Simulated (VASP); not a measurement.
Input of a VASP 6.6.1 run:

The input INCAR:

```
ALGO = Normal
EDIFF = 1E-6
ENCUT = 500
GGA = PS
GGA_COMPAT = F
ISIF = 2
ISMEAR = 0
LASPH = T
LCHARG = F
LREAL = F
LWAVE = F
NBANDS = 17
NELM = 120
PREC = Accurate
SIGMA = 0.01
```

The input KPOINTS:

```
k-points
0
Gamma
  5 5 5
```

POSCAR

```
PbSe
1.0
    0.0000000000      3.0606500000      3.0606500000
    3.0606500000      0.0000000000      3.0606500000
    3.0606500000      3.0606500000      0.0000000000
Pb Se
1 1
Direct
    0.0000000000      0.0000000000      0.0000000000
    0.5000000000      0.5000000000      0.5000000000
```

Potentials or basis: VASP PAW PBE potentials, release 64 (Pb_d, Se).

The run is started by

```console
$ cat potpaw_PBE.64/Pb_d/POTCAR potpaw_PBE.64/Se/POTCAR > POTCAR
$ mpirun -np 1 vasp_std > vasp.out
```

Question: What does it give for the pressure?

Answer: -0.7 GPa.

Caveat: the PAW data sets were made with another functional, which shifts forces and pressure a little.
